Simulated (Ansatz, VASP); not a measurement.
**Two plane-wave programs on NaCl**

```xyz
2
Lattice="3.6423 0.0000 0.0000 0.0000 3.6423 0.0000 0.0000 0.0000 3.6423" Properties=species:S:1:pos:R:3 pbc="T T T"
Na    0.0000    0.0000    0.0000
Cl    1.8211    1.8211    1.8211
```

Change from the starting cell: strain +0.040 along x and y, +0.040 along z, atoms carried along.

Alike in both runs: task single point; functional PBEsol; k mesh 6 × 6 × 6; occupations gaussian, width 0.05 eV; no spin polarisation.

|  | VASP | Ansatz |
| --- | --- | --- |
| version | VASP 6.6.1 | Ansatz 0.2.0 |
| potentials or method | VASP PAW PBE potentials, release 64 (Na_pv, Cl), cutoff 520 eV | scalar-relativistic, plane waves, PAW |
| valence electrons in the cell | 14 | 16 |

Ansatz gave:

```
gap on the k mesh at the Fermi level (eV) : 3.51
least direct gap on the mesh (eV)         : 3.92
pressure (GPa)                            : -3.2
```

Task: What did VASP give for the same quantities?

Result: gap on the k mesh at the Fermi level (eV): 3.50; least direct gap on the mesh (eV): 3.91; pressure (GPa): -3.2.

VASP's potentials were made for PBE, not for PBEsol. VASP's potentials hold 14 valence electrons a cell and Ansatz's 16, so a difference there can come from the potentials and not from the codes.
